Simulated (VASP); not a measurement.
# MnS (Fm-3m) in VASP: settings compared

Aim: see how the results for MnS move with the level of theory and the settings. Levels: revPBE+D3(BJ), revPBE, PBE, PBEsol. Tasks: single point.

All numbers are computed with VASP 6.6.1; they aren't measurements. Logs are shortened: lines on timing, memory, paths and dates and some standing lists are left out, and cuts for length are marked.

## Step 1: The cell of the first run

The structure is cubic, space group Fm-3m (No. 225). The conventional cell has a = 5.021 Å, b = 5.021 Å, c = 5.021 Å, α = 90.00°, β = 90.00°, γ = 90.00°. Mn (site symmetry m-3m) has 6 S at 2.51 Å within 3.3 Å. Within 3.3 Å of S (site symmetry m-3m) lie 6 Mn at 2.51 Å.

## Step 2: Single point, revPBE+D3(BJ), collinear spin, ferromagnetic start

INCAR reads:

```
SYSTEM = MnS
  ALGO = Normal
  EDIFF = 1E-7
  ENCUT = 520
  GGA = RE
  ISIF = 2
  ISMEAR = -1
  ISPIN = 2
  IVDW = 12
  LASPH = .TRUE.
  LCHARG = .FALSE.
  LMAXMIX = 4
  LORBIT = 11
  LREAL = .FALSE.
  LWAVE = .FALSE.
  MAGMOM = 4 0
  NBANDS = 20
  NELM = 150
  PREC = Accurate
  SIGMA = 0.05
```

KPOINTS reads:

```
k-points
0
G
  9 9 9
  0 0 0
```

POSCAR reads:

```
MnS
1.0
    0.0000000000      2.5103858893      2.5103858893
    2.5103858893      0.0000000000      2.5103858893
    2.5103858893      2.5103858893      0.0000000000
Mn S
1 1
Direct
    0.0000000000      0.0000000000      0.0000000000
    0.5000000000      0.5000000000      0.5000000000
```

Potentials or basis: VASP PAW PBE potentials, release 64 (Mn_pv, S).

Run with:

```console
cat potpaw_PBE.64/Mn_pv/POTCAR potpaw_PBE.64/S/POTCAR > POTCAR
mpirun -np 1 vasp_std > vasp.out
```

OUTCAR:

```text
SYSTEM = MnS
   EDIFF = 1E-7
   ENCUT = 520
   GGA = RE
   ISIF = 2
   ISMEAR = -1
   ISPIN = 2
   IVDW = 12
   LASPH = .TRUE.
   LORBIT = 11
   LREAL = .FALSE.
   NELM = 150
   PREC = Accurate
 IVDW          = 12

 ion  position               nearest neighbor table
   1  0.000  0.000  0.000-   2 2.51   2 2.51   2 2.51   2 2.51   2 2.51   2 2.51
   2  0.500  0.500  0.500-   1 2.51   1 2.51   1 2.51   1 2.51   1 2.51   1 2.51

  LATTYP: Found a face centered cubic cell.
 ALAT       =     5.0207717786

  Lattice vectors:

 A1 = (   0.0000000000,   2.5103858893,   2.5103858893)
 A2 = (   2.5103858893,   0.0000000000,   2.5103858893)
 A3 = (   2.5103858893,   2.5103858893,   0.0000000000)

Analysis of symmetry for initial positions (statically):
=====================================================================
 Subroutine PRICEL returns:
 Original cell was already a primitive cell.

 Routine SETGRP: Setting up the symmetry group for a
 face centered cubic supercell.

 Subroutine GETGRP returns: Found 48 space group operations
 (whereof 48 operations were pure point group operations)
 out of a pool of 48 trial point group operations.

The static configuration has the point symmetry O_h .

Analysis of symmetry for dynamics (positions and initial velocities):
=====================================================================
 Subroutine PRICEL returns:
 Original cell was already a primitive cell.

 Routine SETGRP: Setting up the symmetry group for a
 face centered cubic supercell.

 Subroutine GETGRP returns: Found 48 space group operations
 (whereof 48 operations were pure point group operations)
 out of a pool of 48 trial point group operations.

The dynamic configuration has the point symmetry O_h .

Analysis of structural, dynamic, and magnetic symmetry:
=====================================================================
 Subroutine PRICEL returns:
 Original cell was already a primitive cell.

 Routine SETGRP: Setting up the symmetry group for a
 face centered cubic supercell.

 Subroutine GETGRP returns: Found 48 space group operations
 (whereof 48 operations were pure point group operations)
 out of a pool of 48 trial point group operations.

The overall configuration has the point symmetry O_h .

 Subroutine INISYM returns: Found 48 space group operations
 (whereof 48 operations are pure point group operations),
 and found     1 'primitive' translations

----------------------------------------------------------------------------------------

                                     Primitive cell

  volume of cell :      31.6411

  direct lattice vectors                    reciprocal lattice vectors
     0.000000000  2.510385889  2.510385889    -0.199172566  0.199172566  0.199172566
     2.510385889  0.000000000  2.510385889     0.199172566 -0.199172566  0.199172566
     2.510385889  2.510385889  0.000000000     0.199172566  0.199172566 -0.199172566

  length of vectors
     3.550221771  3.550221771  3.550221771     0.344977004  0.344977004  0.344977004

  position of ions in fractional coordinates (direct lattice)
     0.000000000  0.000000000  0.000000000
     0.500000000  0.500000000  0.500000000

  ion indices of the primitive-cell ions
   primitive index   ion index
                 1           1
                 2           2

----------------------------------------------------------------------------------------

 KPOINTS: k-points

Automatic generation of k-mesh.
 Grid dimensions read from file:
 generate k-points for:    9    9    9

 Generating k-lattice:

  Cartesian coordinates                     Fractional coordinates (reciprocal lattice)
    -0.022130285  0.022130285  0.022130285     0.111111111  0.000000000  0.000000000
     0.022130285 -0.022130285  0.022130285     0.000000000  0.111111111  0.000000000
     0.022130285  0.022130285 -0.022130285     0.000000000  0.000000000  0.111111111

  Length of vectors
     0.038330778  0.038330778  0.038330778

  Shift w.r.t. Gamma in fractional coordinates (k-lattice)
     0.000000000  0.000000000  0.000000000

 Subroutine IBZKPT returns following result:
 ===========================================

 Found     35 irreducible k-points:

 Following reciprocal coordinates:
            Coordinates               Weight
  0.000000  0.000000  0.000000      1.000000
  0.111111  0.000000  0.000000      8.000000
  0.222222  0.000000  0.000000      8.000000
  0.333333  0.000000  0.000000      8.000000
  0.444444  0.000000  0.000000      8.000000
  0.111111  0.111111  0.000000      6.000000
[... 16 lines left out ...]
 -0.333333  0.333333  0.000000     12.000000
  0.444444  0.444444  0.000000      6.000000
 [... further k-points ...]
   k-points           NKPTS =     35   k-points in BZ     NKDIM =     35   number of bands    NBANDS=     20
   number of dos      NEDOS =    301   number of ions     NIONS =      2
   total plane-waves  NPLWV =  21952
   dimension x,y,z NGX =    28 NGY =   28 NGZ =   28
   dimension x,y,z NGXF=    56 NGYF=   56 NGZF=   56
   ions per type =               1   1
   NGX,Y,Z   is equivalent  to a cutoff of  13.11, 13.11, 13.11 a.u.
   NGXF,Y,Z  is equivalent  to a cutoff of  26.22, 26.22, 26.22 a.u.
 SYSTEM =  MnS
   PREC   = accura    normal or accurate (medium, high low for compatibility)
   ISTART =      0    job   : 0-new  1-cont  2-samecut
   ICHARG =      2    charge: 1-file 2-atom 10-const
   ISPIN  =      2    spin polarized calculation?
   LNONCOLLINEAR =      F non collinear calculations
   LSORBIT =      F    spin-orbit coupling
   LASPH  =      T    aspherical Exc in radial PAW
   ENCUT  =  520.0 eV  38.22 Ry    6.18 a.u.   6.60  6.60  6.60*2*pi/ulx,y,z
   NELM   =    150;   NELMIN=  2; NELMDL= -5     # of ELM steps
   EDIFF  = 0.1E-06   stopping-criterion for ELM
   LREAL  =      F    real-space projection
   EDIFFG = 0.1E-05   stopping-criterion for IOM
   NSW    =      0    number of steps for IOM
   IBRION =     -1    ionic relax: 0-MD 1-quasi-New 2-CG
   NFREE  =      0    steps in history (QN), initial steepest desc. (CG)
   ISIF   =      2    stress and relaxation
   ISYM   =      2    0-nonsym 1-usesym 2-fastsym
   POTIM  = 0.5000    time-step for ionic-motion
   TEBEG  =    0.0;   TEEND  =   0.0 temperature during run
   PSTRESS=    0.0 pullay stress
   NELECT =      19.0000    total number of electrons
   NUPDOWN=      -1.0000    fix difference up-down
   EMIN   =  10.00;   EMAX   =-10.00  energy-range for DOS
   EFERMI =   0.00;   METHOD = LEGACY
   ISMEAR =    -1;   SIGMA  =   0.05  broadening in eV -4-tet -1-fermi 0-gaus
   EFERMI_NEDOS =   21; number of points for ismear=-14 and -15
   IALGO  =     38    algorithm
   IMIX   =      4    mixing-type and parameters
     AMIX     =   0.40;   BMIX     =  1.00
     AMIX_MAG =   1.60;   BMIX_MAG =  1.00
  volume/ion in A,a.u.               =      15.82       106.76
  Fermi-wavevector in a.u.,A,eV,Ry     =   1.381154  2.610003 25.954301  1.907587
  Thomas-Fermi vector in A             =   2.505965
   LORBIT       =     11    0 simple, 1 ext, 2 COOP (PROOUT), +10 PAW based schemes
   GGA     = RE    functional components
   LHFCALC =     F    Hartree Fock is set to
   AEXX    =    0.0000 exact exchange contribution
   IVDW    =    12    specifies the selected vdW correction
   LEPSILON=     F    determine dielectric tensor
   LRPA    =     F    only Hartree local field effects (RPA)
 spin polarized calculation
  energy-cutoff  :      520.00
  volume of cell :       31.64
 maximum number of plane-waves:       881
   NGX = 13   NGY = 13   NGZ = 13

 number of electron      19.0000006 magnetization       4.4178551

 Free energy of the ion-electron system (eV)
  ---------------------------------------------------
  ext. energy  EPLUGINS =         0.00000000
  ---------------------------------------------------
  free energy    TOTEN  =       -13.47554862 eV

  energy without entropy =      -13.46600364  energy(sigma->0) =      -13.47077613

 E-fermi :   8.0580     XC(G=0): -11.1106

 val. band max:        8.0538918652   @ k =   0.3333   0.2222   0.1111
 cond. band min:       8.1377815721   @ k =   0.4444   0.2222   0.1111
 fundamental gap:      0.0838897069
 Fermi energy:         8.0580127755

 spin component 1

 k-point     1 :       0.0000    0.0000    0.0000
  band No.  band energies     occupation
      1     -42.6174      1.00000
      2     -42.6174      1.00000
      3     -42.6174      1.00000
      4      -7.3791      1.00000
      5       4.5559      1.00000
      6       4.5559      1.00000
[... 12 lines left out ...]
     19      20.2806      0.00000
     20      21.3232      0.00000
[... 507 lines left out ...]
 k-point    24 :       0.4444    0.4444    0.0000
  band No.  band energies     occupation
      1     -42.6298      1.00000
      2     -42.6227      1.00000
      3     -42.6226      1.00000
      4      -5.6774      1.00000
      5       1.4069      1.00000
      6       3.8890      1.00000
[... 12 lines left out ...]
     19      23.3125      0.00000
     20      23.3125      0.00000

 [... further k-points ...]

 spin component 2

 k-point     1 :       0.0000    0.0000    0.0000
  band No.  band energies     occupation
      1     -38.3052      1.00000
      2     -38.3052      1.00000
      3     -38.3052      1.00000
      4      -7.0920      1.00000
      5       6.1819      1.00000
      6       6.1819      1.00000
[... 12 lines left out ...]
     19      21.3471      0.00000
     20      23.0314      0.00000
[... 507 lines left out ...]
 k-point    24 :       0.4444    0.4444    0.0000
  band No.  band energies     occupation
      1     -38.3215      1.00000
      2     -38.3120      1.00000
      3     -38.3120      1.00000
      4      -5.4134      1.00000
      5       1.8014      1.00000
      6       4.4773      1.00000
[... 12 lines left out ...]
     19      23.8445      0.00000
     20      23.8445      0.00000

 [... further k-points ...]

------------------------ aborting loop because EDIFF is reached ----------------------------------------

 Edisp (eV)   -1.77741

 E8    (eV) :    -1.2136

  FORCE on cell =-STRESS in cart. coord.  units (eV):
  Direction    XX          YY          ZZ          XY          YZ          ZX
  --------------------------------------------------------------------------------------
  -------------------------------------------------------------------------------------
  Total      -0.01560    -0.01560    -0.01560     0.00000    -0.00000     0.00000
  in kB      -0.79009    -0.79009    -0.79009     0.00000    -0.00000     0.00000
  external pressure =       -0.79 kB  Pullay stress =        0.00 kB

 VOLUME and BASIS-vectors are now :
 -----------------------------------------------------------------------------
  energy-cutoff  :      520.00
  volume of cell :       31.64
      direct lattice vectors                 reciprocal lattice vectors
     0.000000000  2.510385889  2.510385889    -0.199172566  0.199172566  0.199172566
     2.510385889  0.000000000  2.510385889     0.199172566 -0.199172566  0.199172566
     2.510385889  2.510385889  0.000000000     0.199172566  0.199172566 -0.199172566

 POSITION                                       TOTAL-FORCE (eV/Angst)
 -----------------------------------------------------------------------------------
      0.00000      0.00000      0.00000         0.000000      0.000000      0.000000
      2.51039      2.51039      2.51039        -0.000000     -0.000000     -0.000000
 -----------------------------------------------------------------------------------
    total drift:                               -0.000000      0.000000      0.000000

  FREE ENERGIE OF THE ION-ELECTRON SYSTEM (eV)
  ---------------------------------------------------
  free  energy   TOTEN  =       -15.2529548450 eV

  energy  without entropy=      -15.2434098667  energy(sigma->0) =      -15.24818236

 total charge

# of ion       s       p       d       tot
------------------------------------------
    1        0.232   6.197   4.979  11.408
    2        1.330   2.434   0.000   3.763
--------------------------------------------------
tot          1.562   8.630   4.979  15.172

 magnetization (x)

# of ion       s       p       d       tot
------------------------------------------
    1        0.053   0.045   3.946   4.044
    2        0.027   0.053   0.000   0.080
--------------------------------------------------
tot          0.080   0.097   3.946   4.123
```

It took 24 s on 1 thread of Intel Xeon 6975P-C (Granite Rapids), shared host; peak memory 0.2 GiB.

What came out:

```yaml
Free_energy: -15.2530 eV
Pressure: -0.1 GPa
Net_moment: 4.42 μB per cell
Site_moments: Mn +4.04; S +0.08 μB
Valence_electrons_inside_the_program's_atomic_spheres: Mn 11.41; S 3.76
Dispersion_energy_per_atom: -0.889 eV
```

Caveat: the PAW data sets were made with another functional, which shifts forces and pressure a little; a cell with one magnetic atom can't hold antiferromagnetic order, which such compounds often take; semilocal functionals often make such compounds metallic where correlation or magnetic order opens a gap, which also shifts bond lengths. With open d or f shells a metallic result of revPBE can be an artefact of self-interaction; +U or a hybrid may open a gap.

## Step 3: Single point, revPBE, collinear spin, ferromagnetic start

This run uses another cell than the first one, of 17.59 Å³/atom.

INCAR reads:

```
ALGO = Normal
EDIFF = 1E-6
ENCUT = 520
GGA = RE
ISIF = 2
ISMEAR = -1
ISPIN = 2
LASPH = True
LCHARG = True
LELF = True
LMAXMIX = 4
LORBIT = 11
LREAL = False
LVHAR = True
LWAVE = False
MAGMOM = 4 0
NBANDS = 20
NELM = 150
PREC = Accurate
SIGMA = 0.05
```

KPOINTS reads:

```
k-points
0
Gamma
  9 9 9
```

POSCAR reads:

```
MnS
1.0
    0.0000000000      2.6009170217      2.6009170217
    2.6009170217      0.0000000000      2.6009170217
    2.6009170217      2.6009170217      0.0000000000
Mn S
1 1
Direct
    0.0000000000      0.0000000000      0.0000000000
    0.5000000000      0.5000000000      0.5000000000
```

Potentials or basis: VASP PAW PBE potentials, release 64 (Mn_pv, S).

Run with:

```console
cat potpaw_PBE.64/Mn_pv/POTCAR potpaw_PBE.64/S/POTCAR > POTCAR
mpirun -np 1 vasp_std > vasp.out
```

It took 23 s on 1 thread of Intel Xeon 6975P-C (Granite Rapids), shared host; peak memory 0.19 GiB.

The run converged. Its results:

| Item | Value |
| --- | --- |
| Free energy | -13.5433 eV |
| Pressure | -0.1 GPa |
| Net moment | 4.75 μB per cell |
| Site moments | Mn +4.29; S +0.11 μB |
| Valence electrons inside the program's atomic spheres | Mn 11.30; S 3.75 |

Levels at points of the mesh, in eV from the Fermi level:
Spin up:
| k point | band 10 | band 11 | band 12 | band 13 | band 14 | band 15 |
| --- | --- | --- | --- | --- | --- | --- |
| (0.00, 0.00, 0.00) | -1.90 | -1.90 | -1.90 | 1.78 | 8.56 | 8.56 |
Spin down:
| k point | band 5 | band 6 | band 7 | band 8 | band 9 | band 10 |
| --- | --- | --- | --- | --- | --- | --- |
| (0.00, 0.00, 0.00) | -1.68 | -1.68 | -1.68 | 0.38 | 0.38 | 0.38 |

Caveat: the PAW data sets were made with another functional, which shifts forces and pressure a little; a cell with one magnetic atom can't hold antiferromagnetic order, which such compounds often take; semilocal functionals often make such compounds metallic where correlation or magnetic order opens a gap, which also shifts bond lengths. With open d or f shells a metallic result of revPBE can be an artefact of self-interaction; +U or a hybrid may open a gap.

(Part 1 of 2 ends here.)
